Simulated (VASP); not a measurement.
# HgTe (Fm-3m) in VASP: notebook, part 2 of 3

VASP 6.6.1. The steps go on from the part before.

## Step 3: Electric field gradients, PBEsol (25.43 Å³/atom)

This run uses another cell than the first one, of 25.43 Å³/atom.

Contents of INCAR:

```
PREC = Accurate ; ENCUT = 520
EDIFF = 1E-8 ; ISMEAR = -1
SIGMA = 0.08 ; LREAL = False
LASPH = True ; NELM = 80
ALGO = Normal ; ISIF = 2
LWAVE = False ; LCHARG = False
GGA = PS ; LEFG = True
NBANDS = 16
```

Contents of KPOINTS:

```
regular mesh
0
Gamma
  12 12 12
```

Contents of POSCAR:

```
HgTe
1.0
    0.0000000000      2.9408482460      2.9408482460
    2.9408482460      0.0000000000      2.9408482460
    2.9408482460      2.9408482460      0.0000000000
Hg Te
1 1
Direct
    0.0000000000      0.0000000000      0.0000000000
    0.5000000000      0.5000000000      0.5000000000
```

Potentials or basis: VASP PAW PBE potentials, release 64 (Hg, Te).

Launch:

```sh
$ cat potpaw_PBE.64/Hg/POTCAR potpaw_PBE.64/Te/POTCAR > POTCAR
$ mpirun -np 1 vasp_std > vasp.out
```

OUTCAR:

```text
PREC = Accurate
   ENCUT = 520
   EDIFF = 1E-8
   ISMEAR = -1
   LREAL = False
   LASPH = True
   NELM = 80
   ISIF = 2
   GGA = PS

 ion  position               nearest neighbor table
   1  0.000  0.000  0.000-   2 2.94   2 2.94   2 2.94   2 2.94   2 2.94   2 2.94
   2  0.500  0.500  0.500-   1 2.94   1 2.94   1 2.94   1 2.94   1 2.94   1 2.94

  LATTYP: Found a face centered cubic cell.
 ALAT       =     5.8816964920

  Lattice vectors:

 A1 = (   0.0000000000,   2.9408482460,   2.9408482460)
 A2 = (   2.9408482460,   0.0000000000,   2.9408482460)
 A3 = (   2.9408482460,   2.9408482460,   0.0000000000)

Analysis of symmetry for initial positions (statically):
=====================================================================
 Subroutine PRICEL returns:
 Original cell was already a primitive cell.

 Routine SETGRP: Setting up the symmetry group for a
 face centered cubic supercell.

[... 643 lines left out ...]
  volume of cell :       50.87
      direct lattice vectors                 reciprocal lattice vectors
     0.000000000  2.940848246  2.940848246    -0.170018973  0.170018973  0.170018973
     2.940848246  0.000000000  2.940848246     0.170018973 -0.170018973  0.170018973
     2.940848246  2.940848246  0.000000000     0.170018973  0.170018973 -0.170018973

 POSITION                                       TOTAL-FORCE (eV/Angst)
 -----------------------------------------------------------------------------------
      0.00000      0.00000      0.00000        -0.000000     -0.000000     -0.000000
      2.94085      2.94085      2.94085         0.000000      0.000000      0.000000
 -----------------------------------------------------------------------------------
    total drift:                                0.000000     -0.000000     -0.000000

  FREE ENERGIE OF THE ION-ELECTRON SYSTEM (eV)
  ---------------------------------------------------
  free  energy   TOTEN  =        -4.1660404583 eV

  energy  without entropy=       -4.1418117646  energy(sigma->0) =       -4.15392611

 Electric field gradients (V/A^2)
---------------------------------------------------------------------
 ion       V_xx      V_yy      V_zz      V_xy      V_xz      V_yz
---------------------------------------------------------------------
   1       0.000    -0.000    -0.000     0.001     0.001     0.001
   2      -0.000     0.000     0.000    -0.000    -0.000    -0.000
---------------------------------------------------------------------

 Electric field gradients after diagonalization (V/A^2)
 (convention: |V_zz| > |V_xx| > |V_yy|)
----------------------------------------------------------------------
 ion       V_xx      V_yy      V_zz     asymmetry (V_yy - V_xx)/ V_zz
----------------------------------------------------------------------
   1      -0.001    -0.001     0.001       0.000
   2       0.000     0.000    -0.000       0.000
----------------------------------------------------------------------

           NMR quadrupolar parameters

 Cq : quadrupolar parameter    Cq=e*Q*V_zz/h
 eta: asymmetry parameters     (V_yy - V_xx)/ V_zz
 Q  : nuclear electric quadrupole moment in mb (millibarn)
----------------------------------------------------------------------
 ion       Cq(MHz)       eta       Q (mb)
----------------------------------------------------------------------
   1       0.000       0.000       1.000
   2      -0.000       0.000       1.000
----------------------------------------------------------------------
```

OSZICAR:

```text
N       E                     dE             d eps       ncg     rms          rms(c)
DAV:   1     0.106315649329E+03    0.10632E+03   -0.83435E+03  2336   0.101E+03
DAV:   2    -0.112437828881E+01   -0.10744E+03   -0.99907E+02  2640   0.238E+02
DAV:   3    -0.438754234119E+01   -0.32632E+01   -0.32534E+01  2888   0.426E+01
DAV:   4    -0.440867069799E+01   -0.21128E-01   -0.21126E-01  2832   0.329E+00
DAV:   5    -0.440900993116E+01   -0.33923E-03   -0.33923E-03  2976   0.380E-01    0.960E+00
DAV:   6    -0.417592470512E+01    0.23309E+00   -0.46935E-01  2832   0.951E+00    0.722E+00
DAV:   7    -0.416813547886E+01    0.77892E-02   -0.77975E-02  2816   0.197E+00    0.236E+00
DAV:   8    -0.416626148314E+01    0.18740E-02   -0.76925E-03  2560   0.104E+00    0.576E-01
DAV:   9    -0.416603391817E+01    0.22756E-03   -0.50131E-04  3000   0.255E-01    0.682E-02
DAV:  10    -0.416603849370E+01   -0.45755E-05   -0.44035E-05  2768   0.608E-02    0.358E-02
DAV:  11    -0.416604084430E+01   -0.23506E-05   -0.52569E-06  2944   0.180E-02    0.162E-02
DAV:  12    -0.416604052159E+01    0.32271E-06   -0.81262E-07  2512   0.718E-03    0.703E-03
DAV:  13    -0.416604050518E+01    0.16407E-07   -0.75061E-08  2968   0.190E-03    0.437E-03
DAV:  14    -0.416604047520E+01    0.29986E-07   -0.13626E-08  2112   0.147E-03    0.522E-04
DAV:  15    -0.416604045716E+01    0.18039E-07   -0.35407E-09  1416   0.555E-04    0.919E-05
DAV:  16    -0.416604045829E+01   -0.11382E-08   -0.25121E-10  1392   0.110E-04
   1 F= -.41660405E+01 E0= -.41539261E+01  d E =-.242287E-01
```

It took 38 s on 1 thread of Intel Xeon 8259CL, shared host; peak memory 0.22 GiB.

What came out:

| Property | Result |
| --- | --- |
| Free energy | -4.1660 eV |
| Pressure | 4.7 GPa |
| Band gap on the k mesh | zero (bands 9 and 10 overlap by 3.15 eV) |
| Largest electric field gradient by atom | under 0.05 V/Å² on every atom |

Caveat: the cell stands under pressure; the PAW data sets were made with another functional, which shifts forces and pressure a little; spin-orbit coupling is left out, which moves the levels of the heavy elements.

## Step 4: Electric field gradients, PBEsol (25.18 Å³/atom)

This run uses another cell than the first one, of 25.18 Å³/atom.

INCAR is that of step 3.

Contents of KPOINTS:

```
Automatic mesh
0
Gamma
  12 12 12
```

Contents of POSCAR:

```
HgTe
1.0
    0.0000000000      2.9312060514      2.9312060514
    2.9312060514      0.0000000000      2.9312060514
    2.9312060514      2.9312060514      0.0000000000
Hg Te
1 1
Direct
    0.0000000000      0.0000000000      0.0000000000
    0.5000000000      0.5000000000      0.5000000000
```

Potentials or basis: VASP PAW PBE potentials, release 64 (Hg, Te).

Launch:

```sh
$ cat potpaw_PBE.64/Hg/POTCAR potpaw_PBE.64/Te/POTCAR > POTCAR
$ mpirun -np 1 vasp_std > vasp.out
```

OUTCAR:

```text
PREC = Accurate
   ENCUT = 520
   EDIFF = 1E-8
   ISMEAR = -1
   LREAL = False
   LASPH = True
   NELM = 80
   ISIF = 2
   GGA = PS

 ion  position               nearest neighbor table
   1  0.000  0.000  0.000-   2 2.93   2 2.93   2 2.93   2 2.93   2 2.93   2 2.93
   2  0.500  0.500  0.500-   1 2.93   1 2.93   1 2.93   1 2.93   1 2.93   1 2.93

  LATTYP: Found a face centered cubic cell.
 ALAT       =     5.8624121028

  Lattice vectors:

 A1 = (   0.0000000000,   2.9312060514,   2.9312060514)
 A2 = (   2.9312060514,   0.0000000000,   2.9312060514)
 A3 = (   2.9312060514,   2.9312060514,   0.0000000000)

Analysis of symmetry for initial positions (statically):
=====================================================================
 Subroutine PRICEL returns:
 Original cell was already a primitive cell.

 Routine SETGRP: Setting up the symmetry group for a
 face centered cubic supercell.

[... 643 lines left out ...]
  volume of cell :       50.37
      direct lattice vectors                 reciprocal lattice vectors
     0.000000000  2.931206051  2.931206051    -0.170578250  0.170578250  0.170578250
     2.931206051  0.000000000  2.931206051     0.170578250 -0.170578250  0.170578250
     2.931206051  2.931206051  0.000000000     0.170578250  0.170578250 -0.170578250

 POSITION                                       TOTAL-FORCE (eV/Angst)
 -----------------------------------------------------------------------------------
      0.00000      0.00000      0.00000        -0.000000     -0.000000     -0.000000
      2.93121      2.93121      2.93121         0.000000      0.000000      0.000000
 -----------------------------------------------------------------------------------
    total drift:                                0.000000     -0.000000     -0.000000

  FREE ENERGIE OF THE ION-ELECTRON SYSTEM (eV)
  ---------------------------------------------------
  free  energy   TOTEN  =        -4.1501182899 eV

  energy  without entropy=       -4.1260313970  energy(sigma->0) =       -4.13807484

 Electric field gradients (V/A^2)
---------------------------------------------------------------------
 ion       V_xx      V_yy      V_zz      V_xy      V_xz      V_yz
---------------------------------------------------------------------
   1       0.000     0.000     0.000     0.001     0.001     0.001
   2      -0.000     0.000    -0.000    -0.000    -0.000    -0.000
---------------------------------------------------------------------

 Electric field gradients after diagonalization (V/A^2)
 (convention: |V_zz| > |V_xx| > |V_yy|)
----------------------------------------------------------------------
 ion       V_xx      V_yy      V_zz     asymmetry (V_yy - V_xx)/ V_zz
----------------------------------------------------------------------
   1      -0.001    -0.001     0.001       0.000
   2       0.000     0.000    -0.000       0.000
----------------------------------------------------------------------

           NMR quadrupolar parameters

 Cq : quadrupolar parameter    Cq=e*Q*V_zz/h
 eta: asymmetry parameters     (V_yy - V_xx)/ V_zz
 Q  : nuclear electric quadrupole moment in mb (millibarn)
----------------------------------------------------------------------
 ion       Cq(MHz)       eta       Q (mb)
----------------------------------------------------------------------
   1       0.000       0.000       1.000
   2      -0.000       0.000       1.000
----------------------------------------------------------------------
```

stdout:

```text
POSCAR found type information on POSCAR HgTe
 POSCAR found :  2 types and       2 ions
 scaLAPACK will be used
 -----------------------------------------------------------------------------
|                                                                             |
|                                                                             |
|     You enforced a specific xc type in the INCAR file but a different       |
|     I HOPE YOU KNOW WHAT YOU ARE DOING!                                     |
|                                                                             |
 -----------------------------------------------------------------------------

 LDA part: xc-table for (Slater+PW92), standard interpolation
 POSCAR, INCAR and KPOINTS ok, starting setup
 FFT: planning ... GRIDC
 FFT: planning ... GRID_SOFT
 FFT: planning ... GRID
 WAVECAR not read
 entering main loop
ion   1

ion   2
```

Wall time 50 s (1 thread of Intel Xeon 8259CL, shared host); peak memory 0.22 GiB.

Results:

* Free energy: -4.1501 eV
* Pressure: 5.5 GPa
* Band gap on the k mesh: zero (bands 9 and 10 overlap by 3.21 eV)
* Largest electric field gradient by atom: under 0.05 V/Å² on every atom

Levels at points of the mesh, in eV from the Fermi level:
```
           k point  band 5  band 6  band 7  band 8  band 9  band 10  band 11  band 12  band 13  band 14
(0.00, 0.00, 0.00)   -7.09   -7.09   -0.87   -0.87   -0.87    -0.45     7.70     7.70     7.70     7.81
(0.50, 0.00, 0.00)   -6.86   -6.86   -6.00    0.44    0.44     2.42     3.75     3.75     4.29    10.73
(0.50, 0.50, 0.00)   -6.75   -5.94   -5.12   -2.94   -2.77    -2.77     4.61     9.82     9.82    10.42
```

Caveat: the cell stands under pressure; the PAW data sets were made with another functional, which shifts forces and pressure a little; spin-orbit coupling is left out, which moves the levels of the heavy elements.

## Step 5: Electric field gradients, PBEsol (25.93 Å³/atom)

This run uses another cell than the first one, of 25.93 Å³/atom.

Contents of INCAR:

```
PREC = Accurate
ENCUT = 520
EDIFF = 1E-8
ISMEAR = -1
SIGMA = 0.08
LREAL = False
LASPH = True
NELM = 80
ALGO = Normal
ISIF = 2
LWAVE = False
LCHARG = False
GGA = PS
LEFG = True
NBANDS = 16
```

KPOINTS is that of step 4.

Contents of POSCAR:

```
HgTe
1.0
    0.0000000000      2.9599451983      2.9599451983
    2.9599451983      0.0000000000      2.9599451983
    2.9599451983      2.9599451983      0.0000000000
Hg Te
1 1
Direct
    0.0000000000      0.0000000000      0.0000000000
    0.5000000000      0.5000000000      0.5000000000
```

Potentials or basis: VASP PAW PBE potentials, release 64 (Hg, Te).

Launch:

```sh
$ cat potpaw_PBE.64/Hg/POTCAR potpaw_PBE.64/Te/POTCAR > POTCAR
$ mpirun -np 1 vasp_std > vasp.out
```

OUTCAR:

```text
PREC = Accurate
   ENCUT = 520
   EDIFF = 1E-8
   ISMEAR = -1
   LREAL = False
   LASPH = True
   NELM = 80
   ISIF = 2
   GGA = PS

 ion  position               nearest neighbor table
   1  0.000  0.000  0.000-   2 2.96   2 2.96   2 2.96   2 2.96   2 2.96   2 2.96
   2  0.500  0.500  0.500-   1 2.96   1 2.96   1 2.96   1 2.96   1 2.96   1 2.96

  LATTYP: Found a face centered cubic cell.
 ALAT       =     5.9198903966

  Lattice vectors:

 A1 = (   0.0000000000,   2.9599451983,   2.9599451983)
 A2 = (   2.9599451983,   0.0000000000,   2.9599451983)
 A3 = (   2.9599451983,   2.9599451983,   0.0000000000)

Analysis of symmetry for initial positions (statically):
[... 665 lines left out ...]
  free  energy   TOTEN  =        -4.1904503160 eV

  energy  without entropy=       -4.1659202873  energy(sigma->0) =       -4.17818530

 Electric field gradients (V/A^2)
---------------------------------------------------------------------
 ion       V_xx      V_yy      V_zz      V_xy      V_xz      V_yz
---------------------------------------------------------------------
   1       0.000    -0.000    -0.000     0.001     0.001     0.001
   2       0.000    -0.000     0.000    -0.000    -0.000    -0.000
---------------------------------------------------------------------

 Electric field gradients after diagonalization (V/A^2)
 (convention: |V_zz| > |V_xx| > |V_yy|)
----------------------------------------------------------------------
 ion       V_xx      V_yy      V_zz     asymmetry (V_yy - V_xx)/ V_zz
----------------------------------------------------------------------
   1      -0.001    -0.001     0.001       0.000
   2       0.000     0.000    -0.000       0.000
----------------------------------------------------------------------

           NMR quadrupolar parameters

 Cq : quadrupolar parameter    Cq=e*Q*V_zz/h
 eta: asymmetry parameters     (V_yy - V_xx)/ V_zz
 Q  : nuclear electric quadrupole moment in mb (millibarn)
----------------------------------------------------------------------
 ion       Cq(MHz)       eta       Q (mb)
----------------------------------------------------------------------
   1       0.000       0.000       1.000
   2      -0.000       0.000       1.000
----------------------------------------------------------------------
```

OSZICAR:

```text
N       E                     dE             d eps       ncg     rms          rms(c)
DAV:   1     0.105676598456E+03    0.10568E+03   -0.83708E+03  2320   0.101E+03
DAV:   2    -0.113092207858E+01   -0.10681E+03   -0.99600E+02  2688   0.235E+02
DAV:   3    -0.440784207713E+01   -0.32769E+01   -0.32639E+01  2856   0.426E+01
DAV:   4    -0.442887249677E+01   -0.21030E-01   -0.21029E-01  2912   0.329E+00
DAV:   5    -0.442918745258E+01   -0.31496E-03   -0.31496E-03  2992   0.360E-01    0.913E+00
DAV:   6    -0.419983621064E+01    0.22935E+00   -0.46444E-01  2856   0.936E+00    0.693E+00
DAV:   7    -0.419249535227E+01    0.73409E-02   -0.75478E-02  2752   0.193E+00    0.233E+00
DAV:   8    -0.419066794530E+01    0.18274E-02   -0.72057E-03  2592   0.998E-01    0.560E-01
DAV:   9    -0.419044297486E+01    0.22497E-03   -0.49504E-04  3016   0.250E-01    0.619E-02
DAV:  10    -0.419044822247E+01   -0.52476E-05   -0.44966E-05  2792   0.610E-02    0.350E-02
DAV:  11    -0.419045063240E+01   -0.24099E-05   -0.50205E-06  2952   0.171E-02    0.145E-02
DAV:  12    -0.419045037848E+01    0.25392E-06   -0.73999E-07  2584   0.659E-03    0.632E-03
DAV:  13    -0.419045035705E+01    0.21434E-07   -0.68058E-08  2944   0.192E-03    0.386E-03
DAV:  14    -0.419045033007E+01    0.26983E-07   -0.12349E-08  2048   0.139E-03    0.457E-04
DAV:  15    -0.419045031443E+01    0.15635E-07   -0.31864E-09  1400   0.544E-04    0.158E-04
DAV:  16    -0.419045031601E+01   -0.15773E-08   -0.22494E-10  1408   0.106E-04
   1 F= -.41904503E+01 E0= -.41781853E+01  d E =-.245300E-01
```

stdout:

```text
POSCAR found type information on POSCAR HgTe
 POSCAR found :  2 types and       2 ions
 scaLAPACK will be used
 -----------------------------------------------------------------------------
|                                                                             |
|                                                                             |
|     You enforced a specific xc type in the INCAR file but a different       |
|     I HOPE YOU KNOW WHAT YOU ARE DOING!                                     |
|                                                                             |
 -----------------------------------------------------------------------------

 LDA part: xc-table for (Slater+PW92), standard interpolation
 POSCAR, INCAR and KPOINTS ok, starting setup
 FFT: planning ... GRIDC
 FFT: planning ... GRID_SOFT
 FFT: planning ... GRID
 WAVECAR not read
 entering main loop
ion   1

ion   2
```

Run time: 36 s. Hardware: 1 thread of Intel Xeon 8259CL, shared host; peak memory 0.22 GiB.

Results:

```yaml
Free_energy: -4.1905 eV
Pressure: 3.1 GPa
Band_gap_on_the_k_mesh: zero (bands 9 and 10 overlap by 3.04 eV)
Largest_electric_field_gradient_by_atom: under 0.05 V/Å² on every atom
```

Levels at points of the mesh, in eV from the Fermi level:
| k point | band 5 | band 6 | band 7 | band 8 | band 9 | band 10 | band 11 | band 12 | band 13 | band 14 |
| --- | --- | --- | --- | --- | --- | --- | --- | --- | --- | --- |
| (0.00, 0.00, 0.00) | -6.96 | -6.96 | -0.82 | -0.82 | -0.82 | -0.60 | 7.68 | 7.68 | 7.68 | 7.91 |
| (0.50, 0.00, 0.00) | -6.74 | -6.74 | -5.87 | 0.40 | 0.40 | 2.45 | 3.80 | 3.80 | 4.14 | 10.61 |
| (0.50, 0.50, 0.00) | -6.64 | -5.89 | -4.90 | -2.90 | -2.63 | -2.63 | 4.66 | 9.65 | 9.65 | 10.22 |

Caveat: the cell stands under pressure; the PAW data sets were made with another functional, which shifts forces and pressure a little; spin-orbit coupling is left out, which moves the levels of the heavy elements.

[end of part 2 of 3]
